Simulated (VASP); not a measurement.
# CdI2 (P-3m1) in VASP: further runs

Runs on CdI2. Level: PBEsol. Tasks: single point, relaxation of shape and atoms at fixed volume.

Everything below comes from runs of VASP 6.6.1. Logs are shortened: lines on timing, memory, paths and dates and some standing lists are left out, and cuts for length are marked.

## (1) The cell of the first run

Symmetry: P-3m1, No. 164, trigonal system. The conventional cell has a = 4.221 Å, b = 4.221 Å, c = 6.934 Å, α = 90.00°, β = 90.00°, γ = 120.00°. Cd (site symmetry -3m) has 6 I at 2.97 Å within 3.9 Å. Within 3.9 Å of I (site symmetry 3m) lie 3 Cd at 2.97 Å.

## (2) Single point, PBEsol

Input file INCAR:

```
PREC = Accurate ; ENCUT = 500
EDIFF = 1E-6 ; ISMEAR = -1
SIGMA = 0.03 ; LREAL = False
LASPH = True ; NELM = 120
ALGO = Normal ; ISIF = 2
LWAVE = False ; LCHARG = False
GGA = PS ; NBANDS = 20
GGA_COMPAT = False
```

Input file KPOINTS:

```
Automatic mesh
0
Gamma
  8 8 4
```

Input file POSCAR:

```
CdI2
1.0
    4.2210132393      0.0000000000      0.0000000000
   -2.1105066197      3.6555046950      0.0000000000
    0.0000000000      0.0000000000      6.9339087915
Cd I
1 2
Direct
    0.0000000000      0.0000000000      0.0000000000
    0.3333333333      0.6666666667      0.2456654408
    0.6666666667      0.3333333333      0.7543345592
```

Potentials or basis: VASP PAW PBE potentials, release 64 (Cd, I).

Run with:

```sh
cat potpaw_PBE.64/Cd/POTCAR potpaw_PBE.64/I/POTCAR > POTCAR
mpirun -np 1 vasp_std > vasp.out
```

OUTCAR:

```text
PREC = Accurate
   ENCUT = 500
   EDIFF = 1E-6
   ISMEAR = -1
   LREAL = False
   LASPH = True
   NELM = 120
   ISIF = 2
   GGA = PS

 ion  position               nearest neighbor table
   1  0.000  0.000  0.000-   2 2.97   3 2.97   3 2.97   2 2.97   3 2.97   2 2.97
   2  0.333  0.667  0.246-   1 2.97   1 2.97   1 2.97
   3  0.667  0.333  0.754-   1 2.97   1 2.97   1 2.97

  LATTYP: Found a hexagonal cell.
 ALAT       =     4.2210132393
 C/A-ratio  =     1.6427119268

  Lattice vectors:

 A1 = (   4.2210132393,   0.0000000000,   0.0000000000)
 A2 = (  -2.1105066197,   3.6555046950,   0.0000000000)
 A3 = (   0.0000000000,   0.0000000000,   6.9339087915)

Analysis of symmetry for initial positions (statically):
=====================================================================
 Subroutine PRICEL returns:
 Original cell was already a primitive cell.

 Routine SETGRP: Setting up the symmetry group for a
 hexagonal supercell.

 Subroutine GETGRP returns: Found 12 space group operations
 (whereof 12 operations were pure point group operations)
 out of a pool of 24 trial point group operations.

The static configuration has the point symmetry D_3d.

Analysis of symmetry for dynamics (positions and initial velocities):
=====================================================================
 Subroutine PRICEL returns:
 Original cell was already a primitive cell.

 Routine SETGRP: Setting up the symmetry group for a
 hexagonal supercell.

 Subroutine GETGRP returns: Found 12 space group operations
 (whereof 12 operations were pure point group operations)
 out of a pool of 24 trial point group operations.

The dynamic configuration has the point symmetry D_3d.

 Subroutine INISYM returns: Found 12 space group operations
 (whereof 12 operations are pure point group operations),
 and found     1 'primitive' translations

----------------------------------------------------------------------------------------

                                     Primitive cell

  volume of cell :     106.9898

  direct lattice vectors                    reciprocal lattice vectors
     4.221013239  0.000000000  0.000000000     0.236909942  0.136780019  0.000000000
    -2.110506620  3.655504695  0.000000000     0.000000000  0.273560037  0.000000000
     0.000000000  0.000000000  6.933908792     0.000000000  0.000000000  0.144218799

  length of vectors
     4.221013239  4.221013239  6.933908792     0.273560037  0.273560037  0.144218799

  position of ions in fractional coordinates (direct lattice)
     0.000000000  0.000000000  0.000000000
     0.333333333  0.666666667  0.245665441
     0.666666667  0.333333333  0.754334559

  ion indices of the primitive-cell ions
   primitive index   ion index
                 1           1
                 2           2
                 3           3

----------------------------------------------------------------------------------------

 KPOINTS: Automatic mesh

Automatic generation of k-mesh.
 Grid dimensions read from file:
 generate k-points for:    8    8    4

 Generating k-lattice:

  Cartesian coordinates                     Fractional coordinates (reciprocal lattice)
     0.029613743  0.017097502  0.000000000     0.125000000  0.000000000  0.000000000
     0.000000000  0.034195005  0.000000000     0.000000000  0.125000000  0.000000000
     0.000000000  0.000000000  0.036054700     0.000000000  0.000000000  0.250000000

  Length of vectors
     0.034195005  0.034195005  0.036054700

  Shift w.r.t. Gamma in fractional coordinates (k-lattice)
     0.000000000  0.000000000  0.000000000

 Subroutine IBZKPT returns following result:
 ===========================================

 Found     35 irreducible k-points:

 Following reciprocal coordinates:
            Coordinates               Weight
  0.000000  0.000000  0.000000      1.000000
  0.125000  0.000000  0.000000      6.000000
  0.250000  0.000000  0.000000      6.000000
  0.375000  0.000000  0.000000      6.000000
  0.500000  0.000000  0.000000      3.000000
  0.125000  0.125000  0.000000      6.000000
[... 16 lines left out ...]
 -0.125000  0.500000  0.250000     12.000000
  0.250000  0.250000  0.250000     12.000000
 [... further k-points ...]
   k-points           NKPTS =     35   k-points in BZ     NKDIM =     35   number of bands    NBANDS=     20
   number of dos      NEDOS =    301   number of ions     NIONS =      3
   total plane-waves  NPLWV =  55296
   dimension x,y,z NGX =    32 NGY =   32 NGZ =   54
   dimension x,y,z NGXF=    64 NGYF=   64 NGZF=  108
   ions per type =               1   2
   NGX,Y,Z   is equivalent  to a cutoff of  12.60, 12.60, 12.95 a.u.
   NGXF,Y,Z  is equivalent  to a cutoff of  25.21, 25.21, 25.89 a.u.
 SYSTEM =  unknown system
   PREC   = accura    normal or accurate (medium, high low for compatibility)
   ISTART =      0    job   : 0-new  1-cont  2-samecut
   ICHARG =      2    charge: 1-file 2-atom 10-const
   ISPIN  =      1    spin polarized calculation?
   LNONCOLLINEAR =      F non collinear calculations
   LSORBIT =      F    spin-orbit coupling
   LASPH  =      T    aspherical Exc in radial PAW
   ENCUT  =  500.0 eV  36.75 Ry    6.06 a.u.   7.70  7.70 12.64*2*pi/ulx,y,z
   NELM   =    120;   NELMIN=  2; NELMDL= -5     # of ELM steps
   EDIFF  = 0.1E-05   stopping-criterion for ELM
   LREAL  =      F    real-space projection
   EDIFFG = 0.1E-04   stopping-criterion for IOM
   NSW    =      0    number of steps for IOM
   IBRION =     -1    ionic relax: 0-MD 1-quasi-New 2-CG
   NFREE  =      0    steps in history (QN), initial steepest desc. (CG)
   ISIF   =      2    stress and relaxation
   ISYM   =      2    0-nonsym 1-usesym 2-fastsym
   POTIM  = 0.5000    time-step for ionic-motion
   TEBEG  =    0.0;   TEEND  =   0.0 temperature during run
   PSTRESS=    0.0 pullay stress
   NELECT =      26.0000    total number of electrons
   NUPDOWN=      -1.0000    fix difference up-down
   EMIN   =  10.00;   EMAX   =-10.00  energy-range for DOS
   EFERMI =   0.00;   METHOD = LEGACY
   ISMEAR =    -1;   SIGMA  =   0.03  broadening in eV -4-tet -1-fermi 0-gaus
   EFERMI_NEDOS =   21; number of points for ismear=-14 and -15
   IALGO  =     38    algorithm
   IMIX   =      4    mixing-type and parameters
     AMIX     =   0.40;   BMIX     =  1.00
     AMIX_MAG =   1.60;   BMIX_MAG =  1.00
  volume/ion in A,a.u.               =      35.66       240.67
  Fermi-wavevector in a.u.,A,eV,Ry     =   1.021610  1.930563 14.200229  1.043687
  Thomas-Fermi vector in A             =   2.155244
   LORBIT       =      0    0 simple, 1 ext, 2 COOP (PROOUT), +10 PAW based schemes
   GGA     = PS    functional components
   LHFCALC =     F    Hartree Fock is set to
   AEXX    =    0.0000 exact exchange contribution
   IVDW    =     0    specifies the selected vdW correction
   LEPSILON=     F    determine dielectric tensor
   LRPA    =     F    only Hartree local field effects (RPA)
 non-spin polarized calculation
  energy-cutoff  :      500.00
  volume of cell :      106.99
 maximum number of plane-waves:      2743
 NGX is ok and might be reduce to    32
   NGX = 15   NGY = 15   NGZ = 25

 number of electron      25.9999993 magnetization

 Free energy of the ion-electron system (eV)
  ---------------------------------------------------
  ext. energy  EPLUGINS =         0.00000000
  ---------------------------------------------------
  free energy    TOTEN  =        -6.37675045 eV

  energy without entropy =       -6.37675045  energy(sigma->0) =       -6.37675045

 E-fermi :   2.5548     XC(G=0):  -8.7395

 val. band max:        1.9333966041   @ k =   0.1250   0.0000   0.2500
 cond. band min:       4.2409019058   @ k =   0.5000   0.0000   0.5000
 fundamental gap:      2.3075053017
 Fermi energy:         2.5547885761

 k-point     1 :       0.0000    0.0000    0.0000
  band No.  band energies     occupation
      1     -10.2931      2.00000
      2      -9.5811      2.00000
      3      -5.6592      2.00000
      4      -5.6592      2.00000
      5      -5.5375      2.00000
      6      -5.4443      2.00000
[... 12 lines left out ...]
     19      10.8843      0.00000
     20      11.0159      0.00000

 k-point     2 :       0.1250    0.0000    0.0000
  band No.  band energies     occupation
      1     -10.2130      2.00000
      2      -9.5680      2.00000
      3      -5.6466      2.00000
      4      -5.6211      2.00000
      5      -5.5196      2.00000
      6      -5.4487      2.00000
[... 12 lines left out ...]
     19      10.3492      0.00000
     20      10.6853      0.00000

 k-point     3 :       0.2500    0.0000    0.0000
  band No.  band energies     occupation
      1     -10.0031      2.00000
      2      -9.5400      2.00000
      3      -5.6251      2.00000
      4      -5.5489      2.00000
      5      -5.4673      2.00000
      6      -5.4411      2.00000
[... 12 lines left out ...]
     19       9.8381      0.00000
     20      10.7677      0.00000

 k-point     4 :       0.3750    0.0000    0.0000
  band No.  band energies     occupation
      1      -9.7541      2.00000
      2      -9.5283      2.00000
      3      -5.6175      2.00000
      4      -5.5405      2.00000
      5      -5.4454      2.00000
      6      -5.3939      2.00000
[... 12 lines left out ...]
     19      10.5528      0.00000
     20      11.0721      0.00000

 k-point     5 :       0.5000    0.0000    0.0000
  band No.  band energies     occupation
      1      -9.5854      2.00000
      2      -9.5806      2.00000
      3      -5.6179      2.00000
      4      -5.5491      2.00000
      5      -5.4388      2.00000
      6      -5.3763      2.00000
[... 12 lines left out ...]
     19      10.9102      0.00000
     20      11.3724      0.00000
[... 353 lines left out ...]
      6      -5.4174      2.00000
[... 12 lines left out ...]
     19       9.6151      0.00000
     20      10.7266      0.00000

 k-point    22 :       0.3750    0.1250    0.2500
  band No.  band energies     occupation
      1      -9.5920      2.00000
      2      -9.5743      2.00000
      3      -5.5930      2.00000
      4      -5.5293      2.00000
      5      -5.4339      2.00000
      6      -5.3906      2.00000
[... 12 lines left out ...]
     19      10.9172      0.00000
     20      11.6573      0.00000

 k-point    23 :      -0.1250    0.5000    0.2500
  band No.  band energies     occupation
      1      -9.6431      2.00000
      2      -9.5203      2.00000
      3      -5.5919      2.00000
      4      -5.5306      2.00000
      5      -5.4359      2.00000
      6      -5.3910      2.00000
[... 12 lines left out ...]
     19      10.7132      0.00000
     20      11.3511      0.00000

 k-point    24 :       0.2500    0.2500    0.2500
  band No.  band energies     occupation
      1      -9.6330      2.00000
      2      -9.5342      2.00000
      3      -5.5618      2.00000
      4      -5.4972      2.00000
      5      -5.4441      2.00000
      6      -5.3913      2.00000
[... 12 lines left out ...]
     19       9.6688      0.00000
     20      10.8425      0.00000

 [... further k-points ...]
[... 5 lines left out ...]
  --------------------------------------------------------------------------------------
  -------------------------------------------------------------------------------------
  Total        0.0963876      0.0963876      0.1095431     -0.0000000     -0.0000000     -0.0000000
  in kB        1.4434096      1.4434096      1.6404142     -0.0000000     -0.0000000     -0.0000000
  external PRESSURE =       1.5090778 kB  Pullay stress =       0.0000000 kB

 VOLUME and BASIS-vectors are now :
 -----------------------------------------------------------------------------
  energy-cutoff  :      500.00
  volume of cell :      106.99
      direct lattice vectors                 reciprocal lattice vectors
     4.221013239  0.000000000  0.000000000     0.236909942  0.136780019  0.000000000
    -2.110506620  3.655504695  0.000000000     0.000000000  0.273560037  0.000000000
     0.000000000  0.000000000  6.933908792     0.000000000  0.000000000  0.144218799

 POSITION                                       TOTAL-FORCE (eV/Angst)
 -----------------------------------------------------------------------------------
      0.00000      0.00000      0.00000         0.000000      0.000000      0.000000
     -0.00000      2.43700      1.70342        -0.000000      0.000000      0.022993
      2.11051      1.21850      5.23049         0.000000     -0.000000     -0.022993
 -----------------------------------------------------------------------------------
    total drift:                                0.000000     -0.000000      0.000000

  FREE ENERGIE OF THE ION-ELECTRON SYSTEM (eV)
  ---------------------------------------------------
  free  energy   TOTEN  =        -6.3767504519 eV

  energy  without entropy=       -6.3767504519  energy(sigma->0) =       -6.37675045
```

Run time: 54 s. Hardware: 1 thread of Intel Xeon Platinum 8488C (Sapphire Rapids), shared host; peak memory 0.26 GiB.

What came out:

```yaml
Free_energy: -6.3768 eV
Pressure: 0.2 GPa
Largest_force: 0.023 eV/Å
Band_gap_on_the_k_mesh: 2.31 eV (least direct gap 2.56 eV)
```

Forces in eV/Å, atoms in the order of the input:
```
Cd   0.000  0.000  0.000
I    0.000  0.000  0.023
I    0.000  0.000 -0.023
```

Levels at points of the mesh, in eV from the valence-band top:
| k point | band 9 | band 10 | band 11 | band 12 | band 13 | band 14 | band 15 | band 16 | band 17 | band 18 |
| --- | --- | --- | --- | --- | --- | --- | --- | --- | --- | --- |
| (0.00, 0.00, 0.00) | -0.33 | -0.33 | -0.22 | -0.14 | -0.14 | 2.42 | 4.32 | 6.25 | 6.25 | 8.15 |
| (0.50, 0.00, 0.00) | -2.91 | -2.03 | -1.57 | -0.72 | -0.15 | 2.59 | 4.87 | 5.82 | 6.48 | 7.47 |
| (0.00, 0.00, 0.50) | -1.63 | -0.43 | -0.43 | -0.02 | -0.02 | 3.55 | 4.36 | 6.06 | 6.06 | 7.77 |
| (0.50, 0.00, 0.50) | -3.29 | -1.40 | -1.32 | -0.52 | -0.44 | 2.31 | 4.80 | 5.70 | 6.43 | 7.21 |

Caveat: the PAW data sets were made with another functional, which shifts forces and pressure a little; spin-orbit coupling is left out, which moves the levels of the heavy elements; this functional lacks dispersion, which binds the layers, so the pressure and a relaxed spacing across them are unreliable. A k mesh can miss the band edges.

## (3) Relaxation of shape and atoms at fixed volume, PBEsol

This run uses another cell than the first one, of 17.83 Å³/atom.

Input file INCAR:

```
ALGO = Normal
EDIFF = 1E-7
EDIFFG = -0.01
ENCUT = 500
GGA = PS
GGA_COMPAT = F
IBRION = 2
ISIF = 4
ISMEAR = -1
LASPH = T
LCHARG = F
LREAL = F
LWAVE = F
NELM = 120
NELMIN = 4
NSW = 50
PREC = Accurate
SIGMA = 0.03
```

Input file KPOINTS:

```
k-points
0
Gamma
  8 8 4
```

Input file POSCAR:

```
CdI2
1.0
    3.3684650323      0.0000000000      0.0000000000
   -1.6842325161      2.9171762897      0.0000000000
    0.0000000000      0.0000000000      5.4439919077
Cd I
1 2
Direct
    0.0000000000      0.0000000000      0.0000000000
    0.3333333333      0.6666666667      0.2492000000
    0.6666666667      0.3333333333      0.7508000000
```

Potentials or basis: VASP PAW PBE potentials, release 64 (Cd, I).

Run with:

```sh
cat potpaw_PBE.64/Cd/POTCAR potpaw_PBE.64/I/POTCAR > POTCAR
mpirun -np 1 vasp_std > vasp.out
```

Wall time 3.3 min (1 thread of Intel Xeon Platinum 8488C (Sapphire Rapids), shared host); peak memory 0.19 GiB.

Results (log left out):

* Free energy: 0.4121 eV
* Energy gained by relaxing: 1374.6 meV/atom
* Ionic steps: 10
* Pressure after relaxing: 75.4 GPa
* Band gap on the k mesh: zero (bands 13 and 14 overlap by 1.86 eV)

Step by step:
| step | energy change (eV) | largest force (eV/Å) | pressure (GPa) | volume (Å³) |
| --- | --- | --- | --- | --- |
| 1 | 0.0000 | 11.9365 | 128.58 | 53.49 |
| 2 | -0.1424 | 11.8823 | 97.81 | 53.49 |
| 3 | -3.5353 | 0.4252 | 92.81 | 53.49 |
| 4 | -3.5382 | 0.0749 | 92.46 | 53.49 |
| 5 | -3.9362 | 0.2406 | 85.22 | 53.49 |
| 6 | -4.1101 | 0.0880 | 78.35 | 53.49 |
| 7 | -4.1232 | 0.1006 | 75.86 | 53.49 |
| 8 | -4.1231 | 0.1245 | 75.44 | 53.49 |
| 9 | -4.1227 | 0.1613 | 75.48 | 53.49 |
| 10 | -4.1238 | 0.0004 | 75.45 | 53.49 |

Final structure:
```yaml
crystal:
  lattice:
    - [3.14219, 0.00000, 0.00000]
    - [-1.57110, 2.72122, 0.00000]
    - [0.00000, 0.00000, 6.25627]
  atoms:
    - { symbol: Cd, position: [0.00000, 0.00000, 0.00000] }
    - { symbol: I, position: [0.33333, 0.66667, 0.31328] }
    - { symbol: I, position: [0.66667, 0.33333, 0.68672] }
```

Levels at points of the mesh, in eV from the Fermi level:
```
           k point  band 11  band 12  band 13  band 14  band 15  band 16
(0.00, 0.00, 0.00)    -0.27     0.51     0.51     0.66     5.00     7.10
(0.50, 0.00, 0.00)    -4.52    -3.87    -0.70     1.78     2.60     2.74
(0.00, 0.00, 0.50)    -0.62     1.00     1.00     4.48     6.12     6.31
(0.50, 0.00, 0.50)    -3.29    -3.09    -2.02    -0.56    -0.11     2.10
```

Caveat: the PAW data sets were made with another functional, which shifts forces and pressure a little; spin-orbit coupling is left out, which moves the levels of the heavy elements.
